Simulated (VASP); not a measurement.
# CaO (Fm-3m) in VASP: relaxation of cell and atoms with PBE

Aim: the relaxation of cell and atoms of CaO with PBE.

Program: VASP 6.6.1. These are calculated values, not measurements. Logs are shortened: lines on timing, memory, paths and dates and some standing lists are left out, and cuts for length are marked.

**1. The cell of the first run**

Symmetry: Fm-3m, No. 225, cubic system. The conventional cell has a = 4.807 Å, b = 4.807 Å, c = 4.807 Å, α = 90.00°, β = 90.00°, γ = 90.00°. Ca (site symmetry m-3m) has 6 O at 2.40 Å within 3.2 Å. Within 3.2 Å of O (site symmetry m-3m) lie 6 Ca at 2.40 Å.

**2. Relaxation of cell and atoms, PBE**

File INCAR:

```
SYSTEM = CaO
  ALGO = Normal
  EDIFF = 1E-6
  EDIFFG = -0.005
  ENCUT = 600
  GGA = PE
  IBRION = 2
  ISIF = 3
  ISMEAR = 0
  LASPH = .TRUE.
  LCHARG = .FALSE.
  LREAL = .FALSE.
  LWAVE = .FALSE.
  NELM = 100
  NSW = 100
  PREC = Accurate
  SIGMA = 0.02
```

File KPOINTS:

```
k-points
0
G
  8 8 8
  0 0 0
```

File POSCAR:

```
CaO
1.0
    0.0000000000      2.4035556960      2.4035556960
    2.4035556960      0.0000000000      2.4035556960
    2.4035556960      2.4035556960      0.0000000000
Ca O
1 1
Direct
    0.0000000000      0.0000000000      0.0000000000
    0.5000000000      0.5000000000      0.5000000000
```

Potentials or basis: VASP PAW PBE potentials, release 64 (Ca_sv, O).

Run with:

```
> cat potpaw_PBE.64/Ca_sv/POTCAR potpaw_PBE.64/O/POTCAR > POTCAR
> mpirun -np 1 vasp_std > vasp.out
```

OUTCAR:

```text
SYSTEM = CaO
   EDIFF = 1E-6
   EDIFFG = -0.005
   ENCUT = 600
   GGA = PE
   IBRION = 2
   ISIF = 3
   ISMEAR = 0
   LASPH = .TRUE.
   LREAL = .FALSE.
   NELM = 100
   NSW = 100
   PREC = Accurate

 ion  position               nearest neighbor table
   1  0.000  0.000  0.000-   2 2.40   2 2.40   2 2.40   2 2.40   2 2.40   2 2.40
   2  0.500  0.500  0.500-   1 2.40   1 2.40   1 2.40   1 2.40   1 2.40   1 2.40

  LATTYP: Found a face centered cubic cell.
 ALAT       =     4.8071113920

  Lattice vectors:

 A1 = (   0.0000000000,   2.4035556960,   2.4035556960)
 A2 = (   2.4035556960,   0.0000000000,   2.4035556960)
 A3 = (   2.4035556960,   2.4035556960,   0.0000000000)

Analysis of symmetry for initial positions (statically):
=====================================================================
 Subroutine PRICEL returns:
 Original cell was already a primitive cell.

 Routine SETGRP: Setting up the symmetry group for a
 face centered cubic supercell.

 Subroutine GETGRP returns: Found 48 space group operations
 (whereof 48 operations were pure point group operations)
 out of a pool of 48 trial point group operations.

The static configuration has the point symmetry O_h .

Analysis of symmetry for dynamics (positions and initial velocities):
=====================================================================
 Subroutine PRICEL returns:
 Original cell was already a primitive cell.

 Routine SETGRP: Setting up the symmetry group for a
 face centered cubic supercell.

 Subroutine GETGRP returns: Found 48 space group operations
 (whereof 48 operations were pure point group operations)
 out of a pool of 48 trial point group operations.

The dynamic configuration has the point symmetry O_h .

 Subroutine INISYM returns: Found 48 space group operations
 (whereof 48 operations are pure point group operations),
 and found     1 'primitive' translations

----------------------------------------------------------------------------------------

                                     Primitive cell

  volume of cell :      27.7711

  direct lattice vectors                    reciprocal lattice vectors
     0.000000000  2.403555696  2.403555696    -0.208025136  0.208025136  0.208025136
     2.403555696  0.000000000  2.403555696     0.208025136 -0.208025136  0.208025136
     2.403555696  2.403555696  0.000000000     0.208025136  0.208025136 -0.208025136

  length of vectors
     3.399141063  3.399141063  3.399141063     0.360310104  0.360310104  0.360310104

  position of ions in fractional coordinates (direct lattice)
     0.000000000  0.000000000  0.000000000
     0.500000000  0.500000000  0.500000000

  ion indices of the primitive-cell ions
   primitive index   ion index
                 1           1
                 2           2

----------------------------------------------------------------------------------------

 KPOINTS: k-points

Automatic generation of k-mesh.
 Grid dimensions read from file:
 generate k-points for:    8    8    8

 Generating k-lattice:

  Cartesian coordinates                     Fractional coordinates (reciprocal lattice)
    -0.026003142  0.026003142  0.026003142     0.125000000  0.000000000  0.000000000
     0.026003142 -0.026003142  0.026003142     0.000000000  0.125000000  0.000000000
     0.026003142  0.026003142 -0.026003142     0.000000000  0.000000000  0.125000000

  Length of vectors
     0.045038763  0.045038763  0.045038763

  Shift w.r.t. Gamma in fractional coordinates (k-lattice)
     0.000000000  0.000000000  0.000000000

 Subroutine IBZKPT returns following result:
 ===========================================

 Found     29 irreducible k-points:

 Following reciprocal coordinates:
            Coordinates               Weight
  0.000000  0.000000  0.000000      1.000000
  0.125000  0.000000  0.000000      8.000000
  0.250000  0.000000  0.000000      8.000000
  0.375000  0.000000  0.000000      8.000000
  0.500000  0.000000  0.000000      4.000000
  0.125000  0.125000  0.000000      6.000000
[... 16 lines left out ...]
  0.500000  0.250000  0.125000     48.000000
 -0.375000  0.250000  0.125000     24.000000
 [... further k-points ...]
   k-points           NKPTS =     29   k-points in BZ     NKDIM =     29   number of bands    NBANDS=     12
   number of dos      NEDOS =    301   number of ions     NIONS =      2
   total plane-waves  NPLWV =  21952
   dimension x,y,z NGX =    28 NGY =   28 NGZ =   28
   dimension x,y,z NGXF=    56 NGYF=   56 NGZF=   56
   ions per type =               1   1
   NGX,Y,Z   is equivalent  to a cutoff of  13.69, 13.69, 13.69 a.u.
   NGXF,Y,Z  is equivalent  to a cutoff of  27.39, 27.39, 27.39 a.u.
 SYSTEM =  CaO
   PREC   = accura    normal or accurate (medium, high low for compatibility)
   ISTART =      0    job   : 0-new  1-cont  2-samecut
   ICHARG =      2    charge: 1-file 2-atom 10-const
   ISPIN  =      1    spin polarized calculation?
   LNONCOLLINEAR =      F non collinear calculations
   LSORBIT =      F    spin-orbit coupling
   LASPH  =      T    aspherical Exc in radial PAW
   ENCUT  =  600.0 eV  44.10 Ry    6.64 a.u.   6.79  6.79  6.79*2*pi/ulx,y,z
   NELM   =    100;   NELMIN=  2; NELMDL= -5     # of ELM steps
   EDIFF  = 0.1E-05   stopping-criterion for ELM
   LREAL  =      F    real-space projection
   EDIFFG = -.5E-02   stopping-criterion for IOM
   NSW    =    100    number of steps for IOM
   IBRION =      2    ionic relax: 0-MD 1-quasi-New 2-CG
   NFREE  =      1    steps in history (QN), initial steepest desc. (CG)
   ISIF   =      3    stress and relaxation
   ISYM   =      2    0-nonsym 1-usesym 2-fastsym
   POTIM  = 0.5000    time-step for ionic-motion
   TEBEG  =    0.0;   TEEND  =   0.0 temperature during run
   PSTRESS=    0.0 pullay stress
   NELECT =      16.0000    total number of electrons
   NUPDOWN=      -1.0000    fix difference up-down
   EMIN   =  10.00;   EMAX   =-10.00  energy-range for DOS
   EFERMI =   0.00;   METHOD = LEGACY
   ISMEAR =     0;   SIGMA  =   0.02  broadening in eV -4-tet -1-fermi 0-gaus
   EFERMI_NEDOS =   21; number of points for ismear=-14 and -15
   IALGO  =     38    algorithm
   IMIX   =      4    mixing-type and parameters
     AMIX     =   0.40;   BMIX     =  1.00
     AMIX_MAG =   1.60;   BMIX_MAG =  1.00
  volume/ion in A,a.u.               =      13.89        93.70
  Fermi-wavevector in a.u.,A,eV,Ry     =   1.362231  2.574243 25.247954  1.855672
  Thomas-Fermi vector in A             =   2.488738
   LORBIT       =      0    0 simple, 1 ext, 2 COOP (PROOUT), +10 PAW based schemes
   GGA     = PE    functional components
   LHFCALC =     F    Hartree Fock is set to
   AEXX    =    0.0000 exact exchange contribution
   IVDW    =     0    specifies the selected vdW correction
   LEPSILON=     F    determine dielectric tensor
   LRPA    =     F    only Hartree local field effects (RPA)
 conjugate gradient relaxation of ions
 non-spin polarized calculation
 Gauss-broadening in eV      SIGMA  =   0.02
  energy-cutoff  :      600.00
  volume of cell :       27.77
 maximum number of plane-waves:       941
   NGX = 13   NGY = 13   NGZ = 13

--------------------------------------- Ionic step        1  -------------------------------------------

 number of electron      15.9999997 magnetization

 Free energy of the ion-electron system (eV)
  ---------------------------------------------------
  ext. energy  EPLUGINS =         0.00000000
  ---------------------------------------------------
  free energy    TOTEN  =       -12.80370767 eV

  energy without entropy =      -12.80370767  energy(sigma->0) =      -12.80370767

------------------------ aborting loop because EDIFF is reached ----------------------------------------

  FORCE on cell =-STRESS in cart. coord.  units (eV):
  Direction    XX          YY          ZZ          XY          YZ          ZX
  --------------------------------------------------------------------------------------
  -------------------------------------------------------------------------------------
  Total        0.3606288      0.3606288      0.3606288      0.0000000      0.0000000      0.0000000
  in kB       20.8055148     20.8055148     20.8055148      0.0000000      0.0000000      0.0000000
  external PRESSURE =      20.8055148 kB  Pullay stress =       0.0000000 kB

 VOLUME and BASIS-vectors are now :
 -----------------------------------------------------------------------------
  energy-cutoff  :      600.00
  volume of cell :       27.77
      direct lattice vectors                 reciprocal lattice vectors
     0.000000000  2.403555696  2.403555696    -0.208025136  0.208025136  0.208025136
     2.403555696  0.000000000  2.403555696     0.208025136 -0.208025136  0.208025136
     2.403555696  2.403555696  0.000000000     0.208025136  0.208025136 -0.208025136
[... 37 lines left out ...]
 POSITION                                       TOTAL-FORCE (eV/Angst)
 -----------------------------------------------------------------------------------
      2.42446      0.00000      2.42446         0.000000      0.000000      0.000000
      2.42446      2.42446      2.42446        -0.000000     -0.000000     -0.000000
 -----------------------------------------------------------------------------------
    total drift:                                0.000000      0.000000      0.000000

  FREE ENERGIE OF THE ION-ELECTRON SYSTEM (eV)
  ---------------------------------------------------
  free  energy   TOTEN  =       -12.8067165411 eV

  energy  without entropy=      -12.8067165411  energy(sigma->0) =      -12.80671654

--------------------------------------- Ionic step        3  -------------------------------------------

 number of electron      16.0000000 magnetization

 Free energy of the ion-electron system (eV)
  ---------------------------------------------------
  ext. energy  EPLUGINS =         0.00000000
  ---------------------------------------------------
  free energy    TOTEN  =       -12.80715136 eV

  energy without entropy =      -12.80715136  energy(sigma->0) =      -12.80715136

 E-fermi :   2.4472     XC(G=0): -10.3804

 val. band max:        2.2382046354   @ k =   0.0000   0.0000   0.0000
 cond. band min:       5.8798085853   @ k =   0.5000   0.5000   0.0000
 fundamental gap:      3.6416039499
 Fermi energy:         2.4471964012

 k-point     1 :       0.0000    0.0000    0.0000
  band No.  band energies     occupation
      1     -35.4782      2.00000
      2     -16.2560      2.00000
      3     -16.2560      2.00000
      4     -16.2560      2.00000
      5     -13.2567      2.00000
      6       2.2382      2.00000
      7       2.2382      2.00000
      8       2.2382      2.00000
      9       6.7950      0.00000
     10       8.4160      0.00000
     11       8.4160      0.00000
     12       8.4160      0.00000

 k-point     2 :       0.1250    0.0000    0.0000
  band No.  band energies     occupation
      1     -35.4645      2.00000
      2     -16.4472      2.00000
      3     -16.2636      2.00000
      4     -16.2636      2.00000
      5     -13.0540      2.00000
      6       1.7098      2.00000
      7       2.0351      2.00000
      8       2.0351      2.00000
      9       7.4752      0.00000
     10       8.3752      0.00000
     11       8.6738      0.00000
     12       8.6738      0.00000
[... 316 lines left out ...]
 k-point    24 :      -0.3750    0.2500    0.1250
  band No.  band energies     occupation
      1     -35.3695      2.00000
      2     -17.0751      2.00000
      3     -16.4795      2.00000
      4     -16.3736      2.00000
      5     -12.3975      2.00000
      6       0.2183      2.00000
      7       1.1294      2.00000
      8       1.2096      2.00000
      9       8.9103      0.00000
     10       8.9892      0.00000
     11      10.8807      0.00000
     12      11.0295      0.00000

 [... further k-points ...]
[... 5 lines left out ...]
  --------------------------------------------------------------------------------------
  -------------------------------------------------------------------------------------
  Total       -0.0003582     -0.0003582     -0.0003582      0.0000000      0.0000000      0.0000000
  in kB       -0.0202747     -0.0202747     -0.0202747      0.0000000      0.0000000      0.0000000
  external PRESSURE =      -0.0202747 kB  Pullay stress =       0.0000000 kB

 VOLUME and BASIS-vectors are now :
 -----------------------------------------------------------------------------
  energy-cutoff  :      600.00
  volume of cell :       28.31
      direct lattice vectors                 reciprocal lattice vectors
     0.000000000  2.418951171  2.418951171    -0.206701155  0.206701155  0.206701155
     2.418951171  0.000000000  2.418951171     0.206701155 -0.206701155  0.206701155
     2.418951171  2.418951171  0.000000000     0.206701155  0.206701155 -0.206701155

 POSITION                                       TOTAL-FORCE (eV/Angst)
 -----------------------------------------------------------------------------------
      0.00000      0.00000      0.00000        -0.000000     -0.000000      0.000000
      2.41895      2.41895      2.41895         0.000000      0.000000     -0.000000
 -----------------------------------------------------------------------------------
    total drift:                                0.000000      0.000000      0.000000

  FREE ENERGIE OF THE ION-ELECTRON SYSTEM (eV)
  ---------------------------------------------------
  free  energy   TOTEN  =       -12.8071513649 eV

  energy  without entropy=      -12.8071513649  energy(sigma->0) =      -12.80715136

 reached required accuracy - stopping structural energy minimisation
```

It took 28 s on 1 thread of AMD EPYC 9R45 (Zen 5), shared host; peak memory 0.13 GiB.

What came out:

- Free energy: -12.8072 eV
- Relaxed volume: 14.15 Å³/atom
- Relaxed cell: a = 3.421 Å, b = 3.421 Å, c = 3.421 Å, α = 60.00°, β = 60.00°, γ = 60.00°
- Space group after relaxing (to 0.05 Å): Fm-3m (No. 225)
- Energy gained by relaxing: 1.7 meV/atom
- Ionic steps: 3
- Pressure after relaxing: 0.0 GPa
- Band gap on the k mesh: 3.64 eV, indirect (least direct gap 4.02 eV)

Step by step:
```tsv
step	energy change (eV)	largest force (eV/Å)	pressure (GPa)	volume (Å³)
1	0.0000	0.0000	2.08	27.77
2	-0.0030	0.0000	-0.71	28.50
3	-0.0034	0.0000	0.00	28.31
```

Final structure:
```
Ca O
1.0
     0.00000    2.41895    2.41895
     2.41895    0.00000    2.41895
     2.41895    2.41895    0.00000
Ca O
1 1
Direct
  0.00000 0.00000 0.00000
  0.50000 0.50000 0.50000
```

A k mesh can miss the band edges. PBE gaps usually lie below the measured ones, often by a third to a half.
